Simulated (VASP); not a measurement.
# PbSe (Pm-3m) in VASP: single point with PBEsol

Aim: the single point of PbSe with PBEsol.

Everything below comes from runs of VASP 6.6.1. Logs are shortened: lines on timing, memory, paths and dates and some standing lists are left out, and cuts for length are marked.

**1. The cell of the first run**

Symmetry: Pm-3m, No. 221, cubic system. Conventional cell: a = 3.784 Å, b = 3.784 Å, c = 3.784 Å, α = 90.00°, β = 90.00°, γ = 90.00°. Pb (site symmetry m-3m) has 8 Se at 3.28 Å and 6 Pb at 3.78 Å within 4.3 Å. Within 4.3 Å of Se (site symmetry m-3m) lie 8 Pb at 3.28 Å and 6 Se at 3.78 Å.

**2. Single point, PBEsol**

File INCAR:

```
SYSTEM = PbSe
PREC = Accurate ; ENCUT = 500
EDIFF = 1E-6 ; ISMEAR = 1
SIGMA = 0.016 ; LREAL = .FALSE.
LASPH = .TRUE. ; NELM = 120
ALGO = Normal ; ISIF = 2
LWAVE = .FALSE. ; LCHARG = .FALSE.
GGA = PS ; NBANDS = 17
GGA_COMPAT = .FALSE.
```

File KPOINTS:

```
regular mesh
0
G
  4 4 4
  0 0 0
```

File POSCAR:

```
PbSe
1.0
    3.7843200000      0.0000000000      0.0000000000
    0.0000000000      3.7843200000      0.0000000000
    0.0000000000      0.0000000000      3.7843200000
Pb Se
1 1
Direct
    0.0000000000      0.0000000000      0.0000000000
    0.5000000000      0.5000000000      0.5000000000
```

Potentials or basis: VASP PAW PBE potentials, release 64 (Pb_d, Se).

The run is started by

```console
> cat potpaw_PBE.64/Pb_d/POTCAR potpaw_PBE.64/Se/POTCAR > POTCAR
> mpirun -np 1 vasp_std > vasp.out
```

OUTCAR:

```text
SYSTEM = PbSe
   PREC = Accurate
   ENCUT = 500
   EDIFF = 1E-6
   ISMEAR = 1
   LREAL = .FALSE.
   LASPH = .TRUE.
   NELM = 120
   ISIF = 2
   GGA = PS

 ion  position               nearest neighbor table
   1  0.000  0.000  0.000-   2 3.28   2 3.28   2 3.28   2 3.28   2 3.28   2 3.28   2 3.28   2 3.28

   2  0.500  0.500  0.500-   1 3.28   1 3.28   1 3.28   1 3.28   1 3.28   1 3.28   1 3.28   1 3.28

  LATTYP: Found a simple cubic cell.
 ALAT       =     3.7843200000

  Lattice vectors:

 A1 = (   3.7843200000,   0.0000000000,   0.0000000000)
 A2 = (   0.0000000000,   3.7843200000,   0.0000000000)
 A3 = (   0.0000000000,   0.0000000000,   3.7843200000)

Analysis of symmetry for initial positions (statically):
=====================================================================
 Subroutine PRICEL returns:
 Original cell was already a primitive cell.

 Routine SETGRP: Setting up the symmetry group for a
 simple cubic supercell.

 Subroutine GETGRP returns: Found 48 space group operations
 (whereof 48 operations were pure point group operations)
 out of a pool of 48 trial point group operations.

The static configuration has the point symmetry O_h .

Analysis of symmetry for dynamics (positions and initial velocities):
=====================================================================
 Subroutine PRICEL returns:
 Original cell was already a primitive cell.

 Routine SETGRP: Setting up the symmetry group for a
 simple cubic supercell.

 Subroutine GETGRP returns: Found 48 space group operations
 (whereof 48 operations were pure point group operations)
 out of a pool of 48 trial point group operations.

The dynamic configuration has the point symmetry O_h .

 Subroutine INISYM returns: Found 48 space group operations
 (whereof 48 operations are pure point group operations),
 and found     1 'primitive' translations

----------------------------------------------------------------------------------------

                                     Primitive cell

  volume of cell :      54.1955

  direct lattice vectors                    reciprocal lattice vectors
     3.784320000  0.000000000  0.000000000     0.264248267  0.000000000  0.000000000
     0.000000000  3.784320000  0.000000000     0.000000000  0.264248267  0.000000000
     0.000000000  0.000000000  3.784320000     0.000000000  0.000000000  0.264248267

  length of vectors
     3.784320000  3.784320000  3.784320000     0.264248267  0.264248267  0.264248267

  position of ions in fractional coordinates (direct lattice)
     0.000000000  0.000000000  0.000000000
     0.500000000  0.500000000  0.500000000

  ion indices of the primitive-cell ions
   primitive index   ion index
                 1           1
                 2           2

----------------------------------------------------------------------------------------

 KPOINTS: regular mesh

Automatic generation of k-mesh.
 Grid dimensions read from file:
 generate k-points for:    4    4    4

 Generating k-lattice:

  Cartesian coordinates                     Fractional coordinates (reciprocal lattice)
     0.066062067  0.000000000  0.000000000     0.250000000  0.000000000  0.000000000
     0.000000000  0.066062067  0.000000000     0.000000000  0.250000000  0.000000000
     0.000000000  0.000000000  0.066062067     0.000000000  0.000000000  0.250000000

  Length of vectors
     0.066062067  0.066062067  0.066062067

  Shift w.r.t. Gamma in fractional coordinates (k-lattice)
     0.000000000  0.000000000  0.000000000

 Subroutine IBZKPT returns following result:
 ===========================================

 Found     10 irreducible k-points:

 Following reciprocal coordinates:
            Coordinates               Weight
  0.000000  0.000000  0.000000      1.000000
  0.250000  0.000000  0.000000      6.000000
  0.500000  0.000000  0.000000      3.000000
  0.250000  0.250000  0.000000     12.000000
  0.500000  0.250000  0.000000     12.000000
  0.500000  0.500000  0.000000      3.000000
  0.250000  0.250000  0.250000      8.000000
  0.500000  0.250000  0.250000     12.000000
  0.500000  0.500000  0.250000      6.000000
  0.500000  0.500000  0.500000      1.000000
   k-points           NKPTS =     10   k-points in BZ     NKDIM =     10   number of bands    NBANDS=     17
   number of dos      NEDOS =    301   number of ions     NIONS =      2
   total plane-waves  NPLWV =  21952
   dimension x,y,z NGX =    28 NGY =   28 NGZ =   28
   dimension x,y,z NGXF=    56 NGYF=   56 NGZF=   56
   ions per type =               1   1
   NGX,Y,Z   is equivalent  to a cutoff of  12.30, 12.30, 12.30 a.u.
   NGXF,Y,Z  is equivalent  to a cutoff of  24.60, 24.60, 24.60 a.u.
 SYSTEM =  PbSe
   PREC   = accura    normal or accurate (medium, high low for compatibility)
   ISTART =      0    job   : 0-new  1-cont  2-samecut
   ICHARG =      2    charge: 1-file 2-atom 10-const
   ISPIN  =      1    spin polarized calculation?
   LNONCOLLINEAR =      F non collinear calculations
   LSORBIT =      F    spin-orbit coupling
   LASPH  =      T    aspherical Exc in radial PAW
   ENCUT  =  500.0 eV  36.75 Ry    6.06 a.u.   6.90  6.90  6.90*2*pi/ulx,y,z
   NELM   =    120;   NELMIN=  2; NELMDL= -5     # of ELM steps
   EDIFF  = 0.1E-05   stopping-criterion for ELM
   LREAL  =      F    real-space projection
   EDIFFG = 0.1E-04   stopping-criterion for IOM
   NSW    =      0    number of steps for IOM
   IBRION =     -1    ionic relax: 0-MD 1-quasi-New 2-CG
   NFREE  =      0    steps in history (QN), initial steepest desc. (CG)
   ISIF   =      2    stress and relaxation
   ISYM   =      2    0-nonsym 1-usesym 2-fastsym
   POTIM  = 0.5000    time-step for ionic-motion
   TEBEG  =    0.0;   TEEND  =   0.0 temperature during run
   PSTRESS=    0.0 pullay stress
   NELECT =      20.0000    total number of electrons
   NUPDOWN=      -1.0000    fix difference up-down
   EMIN   =  10.00;   EMAX   =-10.00  energy-range for DOS
   EFERMI =   0.00;   METHOD = LEGACY
   ISMEAR =     1;   SIGMA  =   0.02  broadening in eV -4-tet -1-fermi 0-gaus
   EFERMI_NEDOS =   21; number of points for ismear=-14 and -15
   IALGO  =     38    algorithm
   IMIX   =      4    mixing-type and parameters
     AMIX     =   0.40;   BMIX     =  1.00
     AMIX_MAG =   1.60;   BMIX_MAG =  1.00
  volume/ion in A,a.u.               =      27.10       182.86
  Fermi-wavevector in a.u.,A,eV,Ry     =   1.174258  2.219026 18.760837  1.378883
  Thomas-Fermi vector in A             =   2.310658
   LORBIT       =      0    0 simple, 1 ext, 2 COOP (PROOUT), +10 PAW based schemes
   GGA     = PS    functional components
   LHFCALC =     F    Hartree Fock is set to
   AEXX    =    0.0000 exact exchange contribution
   IVDW    =     0    specifies the selected vdW correction
   LEPSILON=     F    determine dielectric tensor
   LRPA    =     F    only Hartree local field effects (RPA)
 non-spin polarized calculation
 Methfessel and Paxton  Order N= 1 SIGMA  =   0.02
  energy-cutoff  :      500.00
  volume of cell :       54.20
 maximum number of plane-waves:      1406
 NGX is ok and might be reduce to    28
   NGX = 13   NGY = 13   NGZ = 13

 number of electron      20.0000009 magnetization

 Free energy of the ion-electron system (eV)
  ---------------------------------------------------
  ext. energy  EPLUGINS =         0.00000000
  ---------------------------------------------------
  free energy    TOTEN  =        -8.37580220 eV

  energy without entropy =       -8.37587273  energy(sigma->0) =       -8.37582571

 E-fermi :   5.2122     XC(G=0): -10.1143

 val. band max:        5.1032473587   @ k =   0.5000   0.2500   0.0000
 cond. band min:       5.2247497205   @ k =   0.5000   0.0000   0.0000
 fundamental gap:      0.1215023619
 Fermi energy:         5.2121911360

 k-point     1 :       0.0000    0.0000    0.0000
  band No.  band energies     occupation
      1     -11.6838      2.00000
      2     -11.6838      2.00000
      3     -11.5316      2.00000
      4     -11.5316      2.00000
      5     -11.5316      2.00000
      6      -7.9929      2.00000
[... 9 lines left out ...]
     16      16.3478      0.00000
     17      18.0020      0.00000

 k-point     2 :       0.2500    0.0000    0.0000
  band No.  band energies     occupation
      1     -11.6804      2.00000
      2     -11.6253      2.00000
      3     -11.5532      2.00000
      4     -11.5532      2.00000
      5     -11.5297      2.00000
      6      -7.5560      2.00000
[... 9 lines left out ...]
     16      15.5337      0.00000
     17      17.4003      0.00000

 k-point     3 :       0.5000    0.0000    0.0000
  band No.  band energies     occupation
      1     -11.6769      2.00000
      2     -11.5746      2.00000
      3     -11.5746      2.00000
      4     -11.5673      2.00000
      5     -11.5278      2.00000
      6      -6.9163      2.00000
[... 9 lines left out ...]
     16      18.1936      0.00000
     17      18.3426      0.00000

 k-point     4 :       0.2500    0.2500    0.0000
  band No.  band energies     occupation
      1     -11.6508      2.00000
      2     -11.5911      2.00000
      3     -11.5874      2.00000
      4     -11.5513      2.00000
      5     -11.5488      2.00000
      6      -7.1546      2.00000
[... 9 lines left out ...]
     16      14.7268      0.00000
     17      15.2897      0.00000

 k-point     5 :       0.5000    0.2500    0.0000
  band No.  band energies     occupation
      1     -11.6406      2.00000
      2     -11.6205      2.00000
      3     -11.5704      2.00000
      4     -11.5470      2.00000
      5     -11.5376      2.00000
      6      -6.6153      2.00000
[... 9 lines left out ...]
     16      15.5018      0.00000
     17      16.4073      0.00000

 k-point     6 :       0.5000    0.5000    0.0000
  band No.  band energies     occupation
      1     -11.6645      2.00000
      2     -11.6200      2.00000
      3     -11.5662      2.00000
      4     -11.5662      2.00000
      5     -11.4923      2.00000
      6      -6.2685      2.00000
[... 9 lines left out ...]
     16      14.3018      0.00000
     17      14.3018      0.00000

 k-point     7 :       0.2500    0.2500    0.2500
  band No.  band energies     occupation
      1     -11.5897      2.00000
      2     -11.5891      2.00000
      3     -11.5891      2.00000
      4     -11.5734      2.00000
      5     -11.5734      2.00000
      6      -6.8172      2.00000
[... 9 lines left out ...]
     16      15.0822      0.00000
     17      17.5986      0.00000

 k-point     8 :       0.5000    0.2500    0.2500
  band No.  band energies     occupation
      1     -11.6166      2.00000
      2     -11.5990      2.00000
      3     -11.5858      2.00000
      4     -11.5714      2.00000
      5     -11.5262      2.00000
      6      -6.3980      2.00000
[... 9 lines left out ...]
     16      15.2319      0.00000
     17      18.0227      0.00000

 k-point     9 :       0.5000    0.5000    0.2500
  band No.  band energies     occupation
      1     -11.6442      2.00000
      2     -11.5953      2.00000
      3     -11.5953      2.00000
      4     -11.5551      2.00000
      5     -11.4911      2.00000
      6      -6.1552      2.00000
[... 9 lines left out ...]
     16      16.9251      0.00000
     17      18.6336      0.00000

 k-point    10 :       0.5000    0.5000    0.5000
  band No.  band energies     occupation
      1     -11.6239      2.00000
      2     -11.6239      2.00000
      3     -11.6239      2.00000
      4     -11.4898      2.00000
      5     -11.4898      2.00000
      6      -6.0313      2.00000
[... 9 lines left out ...]
     16      18.9041      0.00000
     17      22.5012      0.00000

------------------------ aborting loop because EDIFF is reached ----------------------------------------

  FORCE on cell =-STRESS in cart. coord.  units (eV):
  Direction    XX          YY          ZZ          XY          YZ          ZX
  --------------------------------------------------------------------------------------
  -------------------------------------------------------------------------------------
  Total       -0.8476656     -0.8476656     -0.8476656     -0.0000000      0.0000000     -0.0000000
  in kB      -25.0594519    -25.0594519    -25.0594519     -0.0000000      0.0000000     -0.0000000
  external PRESSURE =     -25.0594519 kB  Pullay stress =       0.0000000 kB

 VOLUME and BASIS-vectors are now :
 -----------------------------------------------------------------------------
  energy-cutoff  :      500.00
  volume of cell :       54.20
      direct lattice vectors                 reciprocal lattice vectors
     3.784320000  0.000000000  0.000000000     0.264248267  0.000000000  0.000000000
     0.000000000  3.784320000  0.000000000     0.000000000  0.264248267  0.000000000
     0.000000000  0.000000000  3.784320000     0.000000000  0.000000000  0.264248267

 POSITION                                       TOTAL-FORCE (eV/Angst)
 -----------------------------------------------------------------------------------
      0.00000      0.00000      0.00000         0.000000      0.000000      0.000000
      1.89216      1.89216      1.89216         0.000000      0.000000      0.000000
 -----------------------------------------------------------------------------------
    total drift:                               -0.000000      0.000000      0.000000

  FREE ENERGIE OF THE ION-ELECTRON SYSTEM (eV)
  ---------------------------------------------------
  free  energy   TOTEN  =        -8.3758021983 eV

  energy  without entropy=       -8.3758727307  energy(sigma->0) =       -8.37582571
```

It took 7.2 s on 1 thread of Intel Xeon Platinum 8488C (Sapphire Rapids), shared host; peak memory 0.15 GiB.

Results:

```yaml
Free_energy: -8.3758 eV
Pressure: -2.5 GPa
Band_gap_on_the_k_mesh: zero (band 10 reaches 5.24 eV, above the bottom of band 11 at 4.53 eV)
```

Caveat: the k points lie up to 0.42 Å⁻¹ apart; the PAW data sets were made with another functional, which shifts forces and pressure a little; spin-orbit coupling is left out, which moves the levels of the heavy elements.
